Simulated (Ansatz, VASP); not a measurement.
## HfN in VASP and in Ansatz

Contents of INCAR:

```
SYSTEM = HfN
  PREC = Accurate
  ENCUT = 600
  EDIFF = 1E-6
  ISMEAR = 0
  SIGMA = 0.019000000000000003
  LREAL = .False.
  LASPH = .True.
  NELM = 120
  ALGO = Normal
  ISIF = 2
  LWAVE = .False.
  LCHARG = .False.
  GGA = PE
  NBANDS = 14
  GGA_COMPAT = .False.
```

KPOINTS

```
Automatic mesh
0
Gamma
  10 10 10
  0 0 0
```

Contents of POSCAR:

```
HfN
1.0
    0.0000000000      2.2560000000      2.2560000000
    2.2560000000      0.0000000000      2.2560000000
    2.2560000000      2.2560000000      0.0000000000
Hf N
1 1
Direct
    0.0000000000      0.0000000000      0.0000000000
    0.5000000000      0.5000000000      0.5000000000
```

Contents of input.yaml:

```yaml
crystal:
  lattice:
    - [0.0, 2.256, 2.256]
    - [2.256, 0.0, 2.256]
    - [2.256, 2.256, 0.0]
  atoms:
    - { symbol: Hf, position: [0.0, 0.0, 0.0] }
    - { symbol: "N", position: [0.5, 0.5, 0.5] }
hamiltonian:
  xc: pbe
  pseudopotentials: { kind: paw }
kpoints:
  mp_grid: { grid: [10, 10, 10] }
scf:
  occupations: { method: gaussian, width: 0.019 }
output:
  forces: true
  stress: true
  eigenvalues: true
  write_density: true
  write_potential: true
  elf: true
  volumetric_format: npy
```

Alike in both runs: task single point; functional PBE; k mesh 10 × 10 × 10; occupations gaussian, width 0.019 eV; no spin polarisation.

|  | VASP | Ansatz |
| --- | --- | --- |
| version | VASP 6.6.1 | Ansatz 0.2.0 |
| potentials or method | VASP PAW PBE potentials, release 64 (Hf_pv, N) | Ansatz PAW |
| plane-wave cutoff (eV) | 600 | 420 |
| valence electrons in the cell | 15 | 31 |

|  | VASP | Ansatz | Ansatz less VASP |
| --- | --- | --- | --- |
| gap on the k mesh at the Fermi level (eV) | none | none | - |
| pressure (GPa) | 4.1 | 6.6 | +2.50 |

A gap of «none» marks a metal or a gap that the smearing closes. VASP's potentials hold 15 valence electrons a cell and Ansatz's 31, so a difference there can come from the potentials and not from the codes.

Neither program's run includes spin-orbit coupling.
